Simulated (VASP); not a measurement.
Crystal: Si3Ge.

```
Si Ge
1.0
     1.42061    0.82019    9.27939
    -1.42061    0.82019    9.27939
     0.00000   -1.64038    9.27939
Si Ge
3 1
Direct
  0.00000 0.00000 0.00000
  0.25000 0.25000 0.25000
  0.75000 0.75000 0.75000
  0.50000 0.50000 0.50000
```

* Program: VASP 6.6.1
* Task: relaxation of cell and atoms
* Functional: PBE
* Potentials or basis: VASP PAW PBE potentials, release 64 (Si, Ge_d)
* Cutoff: 600 eV
* k mesh: 6 × 6 × 6
* Occupations: gaussian, width 0.1 eV
* Spin: no spin polarisation

At the start: pressure -1.7 GPa; volume 16.22 Å³/atom.

**Question.** How do energy, volume and symmetry change on relaxing?

**Answer.** Over 13 steps the energy falls by 56.5 meV/atom and the volume is 16.14 Å³/atom (-0.5 %); space group R-3m (No. 166, to 0.1 Å) before and after.

Step by step:
```csv
step,energy change (eV),largest force (eV/Å),pressure (GPa),volume (Å³)
1,0.0000,0.5366,-1.67,64.87
2,-0.0585,0.5530,-0.38,63.29
3,-0.0614,0.2578,7.17,58.64
4,-0.0987,0.3915,3.29,60.80
5,-0.1275,0.3080,3.14,61.10
6,-0.1968,0.1168,2.57,61.97
7,-0.1275,0.3098,2.94,63.58
8,-0.2086,0.0676,2.43,62.54
9,-0.2101,0.0316,2.44,62.41
10,-0.2253,0.0109,0.34,64.21
11,-0.2253,0.0144,0.15,64.39
12,-0.2253,0.0135,0.22,64.35
13,-0.2260,0.0295,-0.03,64.55
```

Final structure:
```
CELL_PARAMETERS angstrom
1.37075 0.79141 9.91698
-1.37075 0.79141 9.91698
0.00000 -1.58281 9.91698
ATOMIC_POSITIONS crystal
Si 0.00000 0.00000 0.00000
Si 0.25722 0.25722 0.25722
Si 0.74278 0.74278 0.74278
Ge 0.50000 0.50000 0.50000
```

Caveat: the k points lie up to 0.44 Å⁻¹ apart in the final cell; the highest band is partly filled, so the run has too few bands.
